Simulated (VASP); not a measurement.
Set up this calculation in VASP 6.6.1, as the native input.

```
Task                   : relaxation of cell and atoms
Functional             : LDA
Potentials or basis    : VASP PAW LDA potentials, release 64 (Ba_sv)
Cutoff                 : 600 eV
k mesh                 : 6 × 6 × 6
Occupations            : fermi-dirac, width 0.1 eV
Spin                   : no spin polarisation
Dipole correction      : no
Further INCAR settings : ALGO = Normal; EDIFF = 1e-07; IBRION = 2; EDIFFG = -0.05; NSW = 50; ISIF = 3
```

The structure of Ba lies in POSCAR:

```
Ba
1.0
    3.9177180000      0.0000000000      0.0000000000
    0.0000000000      3.9177180000      0.0000000000
    0.0000000000      0.0000000000      3.9177180000
Ba
1
Direct
    0.0000000000      0.0000000000      0.0000000000
```

The input as run:

INCAR

```
PREC = Accurate ; ENCUT = 600
EDIFF = 1E-7 ; ISMEAR = -1
SIGMA = 0.1 ; LREAL = F
LASPH = T ; NELM = 100
ALGO = Normal ; ISIF = 3
LWAVE = F ; LCHARG = F
GGA = CA ; IBRION = 2
NSW = 50 ; EDIFFG = -0.05
```

KPOINTS

```
regular mesh
0
Gamma
  6 6 6
```

Potentials or basis: VASP PAW LDA potentials, release 64 (Ba_sv).

The run is started by

```console
$ cat potpaw_LDA.64/Ba_sv/POTCAR > POTCAR
$ mpirun -np 1 vasp_std > vasp.out
```

It gave:

```yaml
Relaxed_volume: 52.65 Å³/atom
Relaxed_cell: a = 3.748 Å, b = 3.748 Å, c = 3.748 Å, α = 90.00°, β = 90.00°, γ = 90.00°
Space_group_after_relaxing_to_0.05_Å: Pm-3m (No. 221)
Energy_gained_by_relaxing: 32.2 meV/atom
Ionic_steps: 3
Pressure_after_relaxing: -0.1 GPa
Band_gap_on_the_k_mesh: zero (band 5 reaches 2.16 eV, above the bottom of band 6 at 1.78 eV)
```

Caveat: spin-orbit coupling is left out, which moves the levels of the heavy elements.

Wall time 27 s on 1 thread of Intel(R) Xeon(R) Platinum 8488C (Sapphire Rapids), on a shared host, peak memory 0.17 GiB.
